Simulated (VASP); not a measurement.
# KCl (Fm-3m) in VASP: a series of runs, part 2 of 2

VASP 6.6.1.

## 4. Single point, PBE (volume scaled by 0.98)

INCAR reads:

```
PREC = Accurate ; ENCUT = 520
EDIFF = 1E-7 ; ISMEAR = -1
SIGMA = 0.03 ; LREAL = False
LASPH = True ; NELM = 80
ALGO = Normal ; ISIF = 2
LWAVE = False ; LCHARG = False
GGA = PE ; NBANDS = 15
```

KPOINTS reads:

```
Automatic mesh
0
Gamma
  7 7 7
```

POSCAR reads:

```
KCl
1.0
    0.0000000000      3.1349174826      3.1349174826
    3.1349174826      0.0000000000      3.1349174826
    3.1349174826      3.1349174826      0.0000000000
K Cl
1 1
Direct
    0.0000000000      0.0000000000      0.0000000000
    0.5000000000      0.5000000000      0.5000000000
```

Potentials or basis: VASP PAW PBE potentials, release 64 (K_sv, Cl).

Launch:

```
$ cat potpaw_PBE.64/K_sv/POTCAR potpaw_PBE.64/Cl/POTCAR > POTCAR
$ mpirun -np 1 vasp_std > vasp.out
```

OUTCAR:

```text
PREC = Accurate
   ENCUT = 520
   EDIFF = 1E-7
   ISMEAR = -1
   LREAL = False
   LASPH = True
   NELM = 80
   ISIF = 2
   GGA = PE

 ion  position               nearest neighbor table
   1  0.000  0.000  0.000-   2 3.13   2 3.13   2 3.13   2 3.13   2 3.13   2 3.13
   2  0.500  0.500  0.500-   1 3.13   1 3.13   1 3.13   1 3.13   1 3.13   1 3.13

  LATTYP: Found a face centered cubic cell.
 ALAT       =     6.2698349652

  Lattice vectors:

 A1 = (   0.0000000000,   3.1349174826,   3.1349174826)
 A2 = (   3.1349174826,   0.0000000000,   3.1349174826)
 A3 = (   3.1349174826,   3.1349174826,   0.0000000000)

Analysis of symmetry for initial positions (statically):
=====================================================================
 Subroutine PRICEL returns:
 Original cell was already a primitive cell.

 Routine SETGRP: Setting up the symmetry group for a
 face centered cubic supercell.

 Subroutine GETGRP returns: Found 48 space group operations
 (whereof 48 operations were pure point group operations)
 out of a pool of 48 trial point group operations.

The static configuration has the point symmetry O_h .
[... 168 lines left out ...]
      4     -12.4300      2.00000
      5     -12.4300      2.00000
      6      -1.7977      2.00000
      7      -1.7977      2.00000
      8      -1.7977      2.00000
      9       3.4276      0.00000
     10       6.5889      0.00000
     11       6.5889      0.00000
     12       6.5889      0.00000
     13       7.4716      0.00000
     14       7.4716      0.00000
[... 329 lines left out ...]
      2     -13.9397      2.00000
      3     -12.5391      2.00000
      4     -12.5017      2.00000
      5     -12.3369      2.00000
      6      -2.3887      2.00000
      7      -2.3091      2.00000
      8      -2.1678      2.00000
      9       5.9436      0.00000
     10       6.6561      0.00000
     11       7.7857      0.00000
     12       8.1724      0.00000
     13       9.6293      0.00000
     14       9.7305      0.00000
     15      10.5946      0.00000

------------------------ aborting loop because EDIFF is reached ----------------------------------------

  FORCE on cell =-STRESS in cart. coord.  units (eV):
  Direction    XX          YY          ZZ          XY          YZ          ZX
  --------------------------------------------------------------------------------------
  -------------------------------------------------------------------------------------
  Total        0.3867667      0.3867667      0.3867667     -0.0000000      0.0000000     -0.0000000
  in kB       10.0566040     10.0566040     10.0566040     -0.0000000      0.0000000     -0.0000000
  external PRESSURE =      10.0566040 kB  Pullay stress =       0.0000000 kB

 VOLUME and BASIS-vectors are now :
 -----------------------------------------------------------------------------
  energy-cutoff  :      520.00
  volume of cell :       61.62
      direct lattice vectors                 reciprocal lattice vectors
     0.000000000  3.134917483  3.134917483    -0.159493831  0.159493831  0.159493831
     3.134917483  0.000000000  3.134917483     0.159493831 -0.159493831  0.159493831
     3.134917483  3.134917483  0.000000000     0.159493831  0.159493831 -0.159493831

 POSITION                                       TOTAL-FORCE (eV/Angst)
 -----------------------------------------------------------------------------------
      0.00000      0.00000      0.00000        -0.000000     -0.000000     -0.000000
      3.13492      3.13492      3.13492         0.000000      0.000000      0.000000
 -----------------------------------------------------------------------------------
    total drift:                                0.000000      0.000000      0.000000

  FREE ENERGIE OF THE ION-ELECTRON SYSTEM (eV)
  ---------------------------------------------------
  free  energy   TOTEN  =        -6.7998835881 eV

  energy  without entropy=       -6.7998835881  energy(sigma->0) =       -6.79988359
```

OSZICAR:

```text
N       E                     dE             d eps       ncg     rms          rms(c)
DAV:   1     0.103572468011E+03    0.10357E+03   -0.70171E+03   600   0.949E+02
DAV:   2    -0.530913269640E+00   -0.10410E+03   -0.95393E+02   776   0.238E+02
DAV:   3    -0.683220091648E+01   -0.63013E+01   -0.62598E+01   796   0.520E+01
DAV:   4    -0.708634517688E+01   -0.25414E+00   -0.25410E+00   923   0.937E+00
DAV:   5    -0.708831188938E+01   -0.19667E-02   -0.19667E-02   831   0.938E-01    0.338E+00
DAV:   6    -0.680111234734E+01    0.28720E+00   -0.41388E-01   761   0.327E+00    0.277E+00
DAV:   7    -0.678654655640E+01    0.14566E-01   -0.10079E-01   824   0.182E+00    0.158E+00
DAV:   8    -0.679855253697E+01   -0.12006E-01   -0.15568E-02   706   0.940E-01    0.171E-01
DAV:   9    -0.679931659420E+01   -0.76406E-03   -0.92023E-04   831   0.193E-01    0.962E-02
DAV:  10    -0.679987559723E+01   -0.55900E-03   -0.59417E-04   635   0.152E-01    0.216E-02
DAV:  11    -0.679988035348E+01   -0.47563E-05   -0.24852E-05   858   0.278E-02    0.629E-03
DAV:  12    -0.679988321773E+01   -0.28643E-05   -0.39413E-06   649   0.138E-02    0.470E-03
DAV:  13    -0.679988345027E+01   -0.23254E-06   -0.51437E-07   817   0.384E-03    0.829E-04
DAV:  14    -0.679988358097E+01   -0.13070E-06   -0.79718E-08   544   0.183E-03    0.280E-04
DAV:  15    -0.679988358813E+01   -0.71609E-08   -0.41308E-09   440   0.446E-04
   1 F= -.67998836E+01 E0= -.67998836E+01  d E =-.110625E-10
```

stdout:

```text
POSCAR found type information on POSCAR K Cl
 POSCAR found :  2 types and       2 ions
 scaLAPACK will be used
 LDA part: xc-table for (Slater+PW92), standard interpolation
 POSCAR, INCAR and KPOINTS ok, starting setup
 FFT: planning ... GRIDC
 FFT: planning ... GRID_SOFT
 FFT: planning ... GRID
 WAVECAR not read
 entering main loop
```

Wall time 12 s (1 thread of AMD EPYC 9R45 (Zen 5), shared host); peak memory 0.17 GiB.

What came out:

| Item | Value |
| --- | --- |
| Free energy | -6.7999 eV |
| Pressure | 1.0 GPa |
| Band gap on the k mesh | 5.23 eV, direct |

 A k mesh can miss the band edges.

## 5. Summary

```tsv
cell	gap on the mesh (eV)	pressure (GPa)
a = 4.372 Å, angles 60.0°, 2 atoms	5.37	2.0
a = 4.403 Å, angles 60.0°, 2 atoms	5.30	1.5
a = 4.433 Å, angles 60.0°, 2 atoms	5.23	1.0
```

Alike in all rows: task single point; level PBE; potentials or basis VASP PAW PBE potentials, release 64 (K_sv, Cl); no spin polarisation; k mesh 7 × 7 × 7; cutoff (eV) 520; smearing fermi-dirac 0.03 eV.

Total energies depend on the potentials used, so only differences within one code and one set of settings carry meaning.
